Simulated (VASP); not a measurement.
Input of a VASP 6.6.1 run:

Contents of INCAR:

```
ALGO = Normal
EDIFF = 1E-7
ENCUT = 520
GGA = PE
ISIF = 2
ISMEAR = -1
LASPH = True
LCHARG = True
LELF = True
LREAL = False
LVHAR = True
LWAVE = False
NBANDS = 20
NELM = 60
PREC = Accurate
SIGMA = 0.08
```

File KPOINTS:

```
k-points
0
Gamma
  4 4 6
```

POSCAR

```
Cs
1.0
    8.5273560836      0.0000000000      0.0000000000
   -4.2636780418      7.3849069956      0.0000000000
    0.0000000000      0.0000000000      5.0715815515
Cs
3
Direct
    0.0000000000      0.0000000000      0.0000000000
    0.3333333333      0.6666666667      0.5000000000
    0.6666666667      0.3333333333      0.5000000000
```

Potentials or basis: VASP PAW PBE potentials, release 64 (Cs_sv).

Launch:

```bash
$ cat potpaw_PBE.64/Cs_sv/POTCAR > POTCAR
$ mpirun -np 1 vasp_std > vasp.out
```

(1) Predict the pressure.

(2) Estimate the band gap on the k mesh.

## Answers

(1) 0.2 GPa.

(2) zero (an odd number of electrons rules out a gap without spin polarisation).

Caveat: spin-orbit coupling is left out, which moves the levels of the heavy elements.
